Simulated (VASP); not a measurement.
Input of a VASP 6.6.1 run:

The input INCAR:

```
PREC = Accurate ; ENCUT = 520
EDIFF = 1E-7 ; ISMEAR = 0
SIGMA = 0.1 ; LREAL = False
LASPH = True ; NELM = 150
ALGO = Normal ; ISIF = 2
LWAVE = False ; LCHARG = True
ISPIN = 2 ; MAGMOM = 0 0 0 4
LORBIT = 11 ; LMAXMIX = 4
GGA = PS ; LELF = True
LVHAR = True ; NBANDS = 23
```

The input KPOINTS:

```
regular mesh
0
Gamma
  12 12 12
```

The input POSCAR:

```
MnAl3
1.0
    0.0000000000      3.0078250317      3.0078250317
    3.0078250317      0.0000000000      3.0078250317
    3.0078250317      3.0078250317      0.0000000000
Al Mn
3 1
Direct
    0.2500000000      0.2500000000      0.2500000000
    0.7500000000      0.7500000000      0.7500000000
    0.5000000000      0.5000000000      0.5000000000
    0.0000000000      0.0000000000      0.0000000000
```

Potentials or basis: VASP PAW PBE potentials, release 64 (Al, Mn_pv).

Command:

```sh
$ cat potpaw_PBE.64/Al/POTCAR potpaw_PBE.64/Mn_pv/POTCAR > POTCAR
$ mpirun -np 1 vasp_std > vasp.out
```

(1) What does it give for the site moments?

(2) Estimate the net moment.

(3) Predict the pressure.

Answers

(1) Al -0.02; Mn +1.37 μB.

(2) 1.38 μB per cell.

(3) 0.1 GPa.

Caveat: the PAW data sets were made with another functional, which shifts forces and pressure a little.
